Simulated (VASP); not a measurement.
Here is a VASP 6.6.1 calculation.

The input INCAR:

```
ALGO     = Normal         # electronic algorithm
EDIFF    = 1E-7           # SCF threshold, eV
ENCUT    = 520            # plane-wave cutoff, eV
ISIF     = 2              # what is computed and relaxed
ISMEAR   = 0              # smearing method
LASPH    = True           # aspherical terms in the spheres
LCHARG   = False          # write CHGCAR
LREAL    = False          # projectors in reciprocal space
LWAVE    = False          # write WAVECAR
NBANDS   = 21             # bands
NELM     = 60             # most SCF steps
PREC     = Accurate       # precision mode
SIGMA    = 0.05           # smearing width, eV
```

KPOINTS

```
k-points
0
Gamma
  12 12 3
```

POSCAR

```
C
1.0
    0.0000000000      2.4448680940      0.0000000000
   -2.1172982845      1.2224340470      0.0115975242
   -0.2932937543      1.0186950392      9.9906436504
C
6
Direct
    0.4444219950     -0.0277883742      0.1667332609
    0.5555331061      0.1944338481      0.8333999276
   -0.0000224494      0.5833227370      0.5000665943
    0.3333446716      0.9166717075      0.4999667391
    0.7777891161      0.3055605964      0.1666334057
   -0.1110997728      0.5277828186      0.8333000724
```

Potentials or basis: VASP PAW LDA potentials, release 64 (C).

Launch:

```bash
$ cat potpaw_LDA.64/C/POTCAR > POTCAR
$ mpirun -np 1 vasp_std > vasp.out
```

Task: Predict the largest force.

Result: 0.038 eV/Å.

Task: What does it give for the pressure?

Result: 1.0 GPa.

Forces on the atoms (eV/Å):
```
C    0.011 -0.005  0.031
C   -0.011  0.008 -0.035
C   -0.005  0.002  0.009
C    0.005 -0.002 -0.009
C    0.011 -0.008  0.035
C   -0.011  0.005 -0.031
```

Caveat: the cell differs from its parent crystal (the part above a cut slid along it).
